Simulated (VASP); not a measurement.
Wanted: the native input for a VASP 6.6.1 run.

```yaml
Task: single point
Functional: PBE
Potentials_or_basis: VASP PAW PBE potentials, release 64 (Mg, Sc_sv, C)
Cutoff: 520 eV
k_mesh: 4 × 4 × 4
Occupations: gaussian, width 0.1 eV
Spin: no spin polarisation
Dipole_correction: no
Further_INCAR_settings: ALGO = Normal; EDIFF = 1e-06; NBANDS = 43
```

The structure of MgSc2C2 lies in POSCAR:

```
MgSc2C2
1.0
    5.0346322820     -2.9544746529      0.0269283035
    5.0346322820      2.9544746529      0.0269283035
   -0.0296009434      0.0000000000      5.2234696238
Mg Sc C
2 4 4
Direct
    0.8605134813      0.1394865187      0.7500000000
    0.1394865187      0.8605134813      0.2500000000
    0.5070997543      0.1383281469      0.2500300526
    0.1383281469      0.5070997543      0.7500300526
    0.4929002457      0.8616718531      0.7499699474
    0.8616718531      0.4929002457      0.2499699474
    0.1742251141      0.1742044971      0.9999388788
    0.8257955029      0.8257748859      0.5000611212
    0.8257748859      0.8257955029      0.0000611212
    0.1742044971      0.1742251141      0.4999388788
```

These files were run (other wordings do the same):

INCAR

```
  ALGO = Normal
  EDIFF = 1E-6
  ENCUT = 520
  GGA = PE
  ISIF = 2
  ISMEAR = 0
  LASPH = True
  LCHARG = False
  LREAL = False
  LWAVE = False
  NBANDS = 43
  NELM = 80
  PREC = Accurate
  SIGMA = 0.1
```

KPOINTS

```
k-points
0
Gamma
  4 4 4
```

Potentials or basis: VASP PAW PBE potentials, release 64 (Mg, Sc_sv, C).

Command:

```bash
$ cat potpaw_PBE.64/Mg/POTCAR potpaw_PBE.64/Sc_sv/POTCAR potpaw_PBE.64/C/POTCAR > POTCAR
$ mpirun -np 1 vasp_std > vasp.out
```

Results of the run:

| Quantity | Value |
| --- | --- |
| Pressure | 0.1 GPa |
| Largest force | 0.037 eV/Å |
| Band gap on the k mesh | zero (band 32 reaches 4.55 eV, above the bottom of band 33 at 3.30 eV) |

Run time: 2.6 min on 1 thread of Intel(R) Xeon(R) 6975P-C (Granite Rapids) (shared host), peak memory 0.36 GiB.
